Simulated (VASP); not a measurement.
# Au: single point with PBEsol

The system is Au.

```
CELL_PARAMETERS angstrom
-1.70213 1.70213 1.54002
1.70213 -1.70213 1.54002
1.70213 1.70213 -1.54002
ATOMIC_POSITIONS crystal
Au 0.00000 0.00000 0.00000
```

This cell differs from its parent crystal: strain +0.050 along x and y, -0.050 along z.

* Program: VASP 6.6.1
* Task: single point
* Functional: PBEsol
* Potentials or basis: VASP PAW PBE potentials, release 64 (Au)
* Cutoff: 520 eV
* k mesh: 26 × 26 × 26
* Occupations: gaussian, width 0.15 eV
* Spin: no spin polarisation

```
Pressure : -6.9 GPa
```

Stress tensor (GPa, compression positive):
```
-6.61  0.00  0.00
 0.00 -6.61  0.00
 0.00  0.00 -7.55
```

Levels at points of the mesh, in eV from the Fermi level:
```csv
k point,band 3,band 4,band 5,band 6,band 7,band 8,band 9,band 10
"(0.00, 0.00, 0.00)",-4.35,-4.35,-3.29,-2.50,15.84,15.84,17.81,22.61
"(0.50, 0.00, 0.00)",-2.96,-2.22,-1.40,-0.28,3.60,11.88,12.85,20.20
"(0.50, 0.50, 0.00)",-3.50,-2.83,-1.48,-0.86,2.77,13.32,15.16,21.13
"(0.50, 0.50, 0.50)",-1.80,-1.80,-1.60,5.28,5.28,8.21,8.80,14.51
```

Run time: 97 s on 1 thread of Intel(R) Xeon(R) 6975P-C (Granite Rapids) (shared host), peak memory 0.38 GiB.

Caveat: the cell differs from its parent crystal (strain +0.050 along x and y, -0.050 along z); the PAW data sets were made with another functional, which shifts forces and pressure a little; spin-orbit coupling is left out, which moves the levels of the heavy elements.
